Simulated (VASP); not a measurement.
## Si2BBr: single point with PBE

Si2BBr:

```
Si B Br
1.0
     3.84587    0.00000    0.00000
     0.00000    3.84587    0.00000
     0.00000    0.00000    5.88842
Si B Br
2 1 1
Direct
  0.50000 0.00000 0.28834
  0.00000 0.50000 0.28834
  0.00000 0.00000 0.20965
  0.50000 0.50000 0.65643
```

The cell was generated, and may not be a known phase.

* Program: VASP 6.6.1
* Task: single point
* Functional: PBE
* Potentials or basis: VASP PAW PBE potentials, release 64 (Si, B, Br)
* Cutoff: 520 eV
* k mesh: 10 × 10 × 6
* Occupations: gaussian, width 0.02 eV
* Spin: no spin polarisation
* Dipole correction: no
* Further INCAR settings: ALGO = Normal; EDIFF = 1e-06; NBANDS = 17

```yaml
Pressure: 0.0 GPa
Largest_force: 0.004 eV/Å
Band_gap_on_the_k_mesh: zero (bands 9 and 10 overlap by 0.11 eV)
```

Forces in eV/Å, atoms in the order of the input:
```
Si   0.000  0.000 -0.002
Si   0.000  0.000 -0.002
B    0.000  0.000  0.000
Br   0.000  0.000  0.004
```

Levels at points of the mesh, in eV from the Fermi level:
```csv
k point,band 7,band 8,band 9,band 10,band 11,band 12
"(0.00, 0.00, 0.00)",-2.44,-2.44,-1.82,0.07,2.81,2.96
"(0.50, 0.00, 0.00)",-2.84,-1.92,-0.45,0.56,0.77,1.78
"(0.50, 0.50, 0.00)",-4.02,-2.26,-0.74,0.56,0.56,4.86
"(0.00, 0.00, 0.50)",-2.88,-2.55,-2.55,0.18,2.56,3.91
"(0.50, 0.00, 0.50)",-2.78,-1.18,-0.50,0.08,0.37,1.67
"(0.50, 0.50, 0.50)",-4.31,-1.37,-0.92,1.41,1.41,5.32
```

Wall time 2.6 min on 1 thread of Oxide Virtual Turin-like Processor, on a shared host, peak memory 0.23 GiB.
